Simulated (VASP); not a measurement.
# SiO2 (Pbcn) in VASP: notebook, part 2 of 2

VASP 6.6.1. Earlier steps stand in the parts before.

## 3. Electric field gradients, r2SCAN

POSCAR reads:

```
SiO2
1.0
    4.0970000000      0.0000000000      0.0000000000
    0.0000000000      5.0462000000      0.0000000000
    0.0000000000      0.0000000000      4.4946000000
Si O
4 8
Direct
    0.0000000000      0.1524074677      0.2500000000
    0.5000000000      0.3475925323      0.7500000000
    0.0000000000      0.8475925323      0.7500000000
    0.5000000000      0.6524074677      0.2500000000
    0.7315819987      0.6172121775      0.9199684404
    0.7684180013      0.8827878225      0.4199684404
    0.2315819987      0.8827878225      0.0800315596
    0.2684180013      0.6172121775      0.5800315596
    0.2684180013      0.3827878225      0.0800315596
    0.2315819987      0.1172121775      0.5800315596
    0.7684180013      0.1172121775      0.9199684404
    0.7315819987      0.3827878225      0.4199684404
```

INCAR.step1 reads:

```
SYSTEM = SiO2
ALGO = Normal
EDIFF = 1E-4
ENCUT = 520
GGA = PE
ISMEAR = -1
LASPH = .True.
LCHARG = .False.
LREAL = .False.
LWAVE = .True.
NBANDS = 44
NELM = 60
PREC = Accurate
SIGMA = 0.02
```

INCAR.step2 reads:

```
SYSTEM = SiO2
ALGO = Normal
EDIFF = 1E-8
ENCUT = 520
ISIF = 2
ISMEAR = -1
ISTART = 1
LASPH = .True.
LCHARG = .False.
LEFG = .True.
LMIXTAU = .True.
LREAL = .False.
LWAVE = .False.
METAGGA = R2SCAN
NBANDS = 44
NELM = 60
PREC = Accurate
SIGMA = 0.02
```

KPOINTS reads:

```
k-points
0
Gamma
  5 4 5
  0 0 0
```

Potentials or basis: VASP PAW PBE potentials, release 64 (Si, O).

Run with:

```sh
$ cat potpaw_PBE.64/Si/POTCAR potpaw_PBE.64/O/POTCAR > POTCAR
$ cp INCAR.step1 INCAR
$ mpirun -np 1 vasp_std > vasp.out
$ cp INCAR.step2 INCAR
$ mpirun -np 1 vasp_std > vasp.out
```

OUTCAR:

```text
SYSTEM = SiO2
   EDIFF = 1E-8
   ENCUT = 520
   ISIF = 2
   ISMEAR = -1
   ISTART = 1
   LASPH = .True.
   LREAL = .False.
   METAGGA = R2SCAN
   NELM = 60
   PREC = Accurate

 ion  position               nearest neighbor table
   1  0.000  0.152  0.250-  10 1.77  11 1.77   9 1.77  12 1.77   6 1.83   7 1.83   3 2.72   3 2.72

   2  0.500  0.348  0.750-   9 1.77  12 1.77  11 1.77  10 1.77   5 1.83   8 1.83   4 2.72   4 2.72

   3  0.000  0.848  0.750-   6 1.77   7 1.77   5 1.77   8 1.77  10 1.83  11 1.83   1 2.72   1 2.72

   4  0.500  0.652  0.250-   5 1.77   8 1.77   7 1.77   6 1.77   9 1.83  12 1.83   2 2.72   2 2.72

   5  0.732  0.617  0.920-   4 1.77   3 1.77   2 1.83
   6  0.768  0.883  0.420-   3 1.77   4 1.77   1 1.83
   7  0.232  0.883  0.080-   3 1.77   4 1.77   1 1.83
   8  0.268  0.617  0.580-   4 1.77   3 1.77   2 1.83
   9  0.268  0.383  0.080-   2 1.77   1 1.77   4 1.83
  10  0.232  0.117  0.580-   1 1.77   2 1.77   3 1.83
  11  0.768  0.117  0.920-   1 1.77   2 1.77   3 1.83
  12  0.732  0.383  0.420-   2 1.77   1 1.77   4 1.83

  LATTYP: Found a simple orthorhombic cell.
 ALAT       =     4.0970000000
 B/A-ratio  =     1.0970466195
 C/A-ratio  =     1.2316817183

  Lattice vectors:

 A1 = (  -4.0970000000,   0.0000000000,   0.0000000000)
 A2 = (   0.0000000000,   0.0000000000,   4.4946000000)
 A3 = (   0.0000000000,   5.0462000000,   0.0000000000)

Analysis of symmetry for initial positions (statically):
=====================================================================
 Subroutine PRICEL returns:
 Original cell was already a primitive cell.

 Routine SETGRP: Setting up the symmetry group for a
 simple orthorhombic supercell.

 Subroutine GETGRP returns: Found  8 space group operations
 (whereof  2 operations were pure point group operations)
 out of a pool of  8 trial point group operations.

The static configuration has the point symmetry S_2 .
 The point group associated with its full space group is D_2h.

Analysis of symmetry for dynamics (positions and initial velocities):
=====================================================================
 Subroutine PRICEL returns:
 Original cell was already a primitive cell.

 Routine SETGRP: Setting up the symmetry group for a
 simple orthorhombic supercell.

 Subroutine GETGRP returns: Found  8 space group operations
 (whereof  2 operations were pure point group operations)
 out of a pool of  8 trial point group operations.

The dynamic configuration has the point symmetry S_2 .
 The point group associated with its full space group is D_2h.

 Subroutine INISYM returns: Found  8 space group operations
 (whereof  2 operations are pure point group operations),
 and found     1 'primitive' translations

----------------------------------------------------------------------------------------

                                     Primitive cell

  volume of cell :      92.9226

[... 152 lines left out ...]

  energy without entropy =     -116.86706366  energy(sigma->0) =     -116.86706366

 E-fermi :   7.9794     XC(G=0): -12.9443

 val. band max:        7.4747619002   @ k =   0.0000   0.0000   0.0000
 cond. band min:      14.0146341747   @ k =   0.0000   0.0000   0.0000
 fundamental gap:      6.5398722745
 Fermi energy:         7.9794277412

 k-point     1 :       0.0000    0.0000    0.0000
  band No.  band energies     occupation
      1     -15.5079      2.00000
      2     -12.7677      2.00000
      3     -12.5407      2.00000
      4     -12.2304      2.00000
      5     -12.0027      2.00000
      6     -11.3068      2.00000
[... 1117 lines left out ...]
     43      20.8871      0.00000
     44      21.1223      0.00000

 [... further k-points ...]
[... 5 lines left out ...]
  --------------------------------------------------------------------------------------
  -------------------------------------------------------------------------------------
  Total       -2.7954552     -1.9026205     -1.7693673      0.0000000      0.0000000     -0.0000000
  in kB      -48.1994018    -32.8050943    -30.5075350      0.0000000      0.0000000     -0.0000000
  external PRESSURE =     -37.1706770 kB  Pullay stress =       0.0000000 kB

 VOLUME and BASIS-vectors are now :
 -----------------------------------------------------------------------------
  energy-cutoff  :      520.00
  volume of cell :       92.92
      direct lattice vectors                 reciprocal lattice vectors
     4.097000000  0.000000000  0.000000000     0.244081035  0.000000000  0.000000000
     0.000000000  5.046200000  0.000000000     0.000000000  0.198168919  0.000000000
     0.000000000  0.000000000  4.494600000     0.000000000  0.000000000  0.222489209

 POSITION                                       TOTAL-FORCE (eV/Angst)
 -----------------------------------------------------------------------------------
      0.00000      0.76908      1.12365         0.000000      0.019590      0.000000
      2.04850      1.75402      3.37095        -0.000000     -0.019590      0.000000
      0.00000      4.27712      3.37095        -0.000000     -0.019590      0.000000
      2.04850      3.29218      1.12365         0.000000      0.019590      0.000000
      2.99729      3.11458      4.13489        -0.090373      0.056613     -0.013883
      3.14821      4.45472      1.88759         0.090373     -0.056613     -0.013883
      0.94879      4.45472      0.35971        -0.090373     -0.056613      0.013883
      1.09971      3.11458      2.60701         0.090373      0.056613      0.013883
      1.09971      1.93162      0.35971         0.090373     -0.056613      0.013883
      0.94879      0.59148      2.60701        -0.090373      0.056613      0.013883
      3.14821      0.59148      4.13489         0.090373      0.056613     -0.013883
      2.99729      1.93162      1.88759        -0.090373     -0.056613     -0.013883
 -----------------------------------------------------------------------------------
    total drift:                                0.000000     -0.000000      0.000000

  FREE ENERGIE OF THE ION-ELECTRON SYSTEM (eV)
  ---------------------------------------------------
  free  energy   TOTEN  =      -116.8670636582 eV

  energy  without entropy=     -116.8670636582  energy(sigma->0) =     -116.86706366

 Electric field gradients (V/A^2)
---------------------------------------------------------------------
 ion       V_xx      V_yy      V_zz      V_xy      V_xz      V_yz
---------------------------------------------------------------------
   1       0.005     8.969    -8.974     0.000    -5.583    -0.000
   2       0.005     8.969    -8.974    -0.000     5.583    -0.000
   3       0.005     8.969    -8.974    -0.000    -5.583    -0.000
   4       0.005     8.969    -8.974    -0.000     5.583     0.000
   5     -20.315    -1.030    21.345    74.630   -62.926    23.802
   6     -20.315    -1.030    21.345    74.630    62.926   -23.802
   7     -20.315    -1.030    21.345   -74.630    62.926    23.802
   8     -20.315    -1.030    21.345   -74.630   -62.926   -23.802
   9     -20.315    -1.030    21.345    74.630   -62.926    23.802
  10     -20.315    -1.030    21.345    74.630    62.926   -23.802
  11     -20.315    -1.030    21.345   -74.630    62.926    23.802
  12     -20.315    -1.030    21.345   -74.630   -62.926   -23.802
---------------------------------------------------------------------

 Electric field gradients after diagonalization (V/A^2)
 (convention: |V_zz| > |V_xx| > |V_yy|)
----------------------------------------------------------------------
 ion       V_xx      V_yy      V_zz     asymmetry (V_yy - V_xx)/ V_zz
----------------------------------------------------------------------
   1       8.969     2.680   -11.649       0.540
   2       8.969     2.680   -11.649       0.540
   3       8.969     2.680   -11.649       0.540
   4       8.969     2.680   -11.649       0.540
   5      80.460    35.104  -115.564       0.392
   6      80.460    35.104  -115.564       0.392
   7      80.460    35.104  -115.564       0.392
   8      80.460    35.104  -115.564       0.392
   9      80.460    35.104  -115.564       0.392
  10      80.460    35.104  -115.564       0.392
  11      80.460    35.104  -115.564       0.392
  12      80.460    35.104  -115.564       0.392
----------------------------------------------------------------------

           NMR quadrupolar parameters

 Cq : quadrupolar parameter    Cq=e*Q*V_zz/h
 eta: asymmetry parameters     (V_yy - V_xx)/ V_zz
 Q  : nuclear electric quadrupole moment in mb (millibarn)
----------------------------------------------------------------------
 ion       Cq(MHz)       eta       Q (mb)
----------------------------------------------------------------------
   1      -0.028       0.540       1.000
   2      -0.028       0.540       1.000
   3      -0.028       0.540       1.000
   4      -0.028       0.540       1.000
   5      -0.279       0.392       1.000
   6      -0.279       0.392       1.000
   7      -0.279       0.392       1.000
   8      -0.279       0.392       1.000
   9      -0.279       0.392       1.000
  10      -0.279       0.392       1.000
  11      -0.279       0.392       1.000
  12      -0.279       0.392       1.000
----------------------------------------------------------------------
```

Run time: 9.5 min. Hardware: 1 thread of Intel Xeon 8259CL, shared host; peak memory 0.25 GiB.

Results:

```
Free energy                             : -116.8671 eV
Pressure                                : -3.7 GPa
Largest force                           : 0.108 eV/Å
Band gap on the k mesh                  : 6.54 eV
Largest electric field gradient by atom : Si -11.6; O -115.6 V/Å²
```

Forces in eV/Å, atoms in the order of the input:
```
Si   0.000  0.020  0.000
Si   0.000 -0.020  0.000
Si   0.000 -0.020  0.000
Si   0.000  0.020  0.000
O   -0.090  0.057 -0.014
O    0.090 -0.057 -0.014
O   -0.090 -0.057  0.014
O    0.090  0.057  0.014
O    0.090 -0.057  0.014
O   -0.090  0.057  0.014
O    0.090  0.057 -0.014
O   -0.090 -0.057 -0.014
```

Stress tensor (GPa, compression positive):
```
-4.82  0.00  0.00
 0.00 -3.28  0.00
 0.00  0.00 -3.05
```

Levels at points of the mesh, in eV from the valence-band top:
```csv
k point,band 30,band 31,band 32,band 33,band 34,band 35
"(0.00, 0.00, 0.00)",-0.38,-0.33,0.00,6.54,8.67,9.84
"(0.00, 0.50, 0.00)",-1.72,-0.23,-0.23,8.47,8.47,10.85
```

Electric field gradients, principal values (V/Å²):
```tsv
atom	least	middle	greatest (by size)
1 Si	2.680	8.969	-11.649
2 Si	2.680	8.969	-11.649
3 Si	2.680	8.969	-11.649
4 Si	2.680	8.969	-11.649
5 O	35.104	80.460	-115.564
6 O	35.104	80.460	-115.564
7 O	35.104	80.460	-115.564
8 O	35.104	80.460	-115.564
9 O	35.104	80.460	-115.564
10 O	35.104	80.460	-115.564
11 O	35.104	80.460	-115.564
12 O	35.104	80.460	-115.564
```

Caveat: the cell stands under tension; without QUAD_EFG the Cq values of the log hold for a quadrupole moment of 1 mb, not for the nuclei; the PAW data sets were made with another functional, which shifts forces and pressure a little.
